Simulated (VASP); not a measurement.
A run of VASP 6.6.1 is set up as follows.

File INCAR:

```
SYSTEM = Ga3Se
PREC = Accurate
ENCUT = 520
EDIFF = 1E-6
ISMEAR = 0
SIGMA = 0.15
LREAL = .FALSE.
LASPH = .TRUE.
NELM = 100
ALGO = Normal
ISIF = 2
LWAVE = .FALSE.
LCHARG = .TRUE.
GGA = PE
IVDW = 12
LELF = .TRUE.
LVHAR = .TRUE.
NBANDS = 30
```

The input KPOINTS:

```
regular mesh
0
G
  12 12 12
  0 0 0
```

File POSCAR:

```
Ga3Se
1.0
    4.3884644704      0.0000000000      0.0000000000
    0.0000000000      4.3884644704      0.0000000000
    0.0000000000      0.0000000000      4.3236103157
Ga Se
3 1
Direct
    0.0000000000      0.5000000000      0.5000000000
    0.5000000000      0.0000000000      0.5000000000
    0.5000000000      0.5000000000      0.0000000000
    0.0000000000      0.0000000000      0.0000000000
```

Potentials or basis: VASP PAW PBE potentials, release 64 (Ga_d, Se).

The run is started by

```console
$ cat potpaw_PBE.64/Ga_d/POTCAR potpaw_PBE.64/Se/POTCAR > POTCAR
$ mpirun -np 1 vasp_std > vasp.out
```

Problem. Estimate the band gap on the k mesh.

Solution. Zero (an odd number of electrons rules out a gap without spin polarisation).

Problem. Predict the pressure.

Solution. -1.2 GPa.

Problem. Estimate the dispersion energy per atom.

Solution. -0.307 eV.

Caveat: the cell differs from its parent crystal (strain +0.015 along x and y, +0.000 along z).
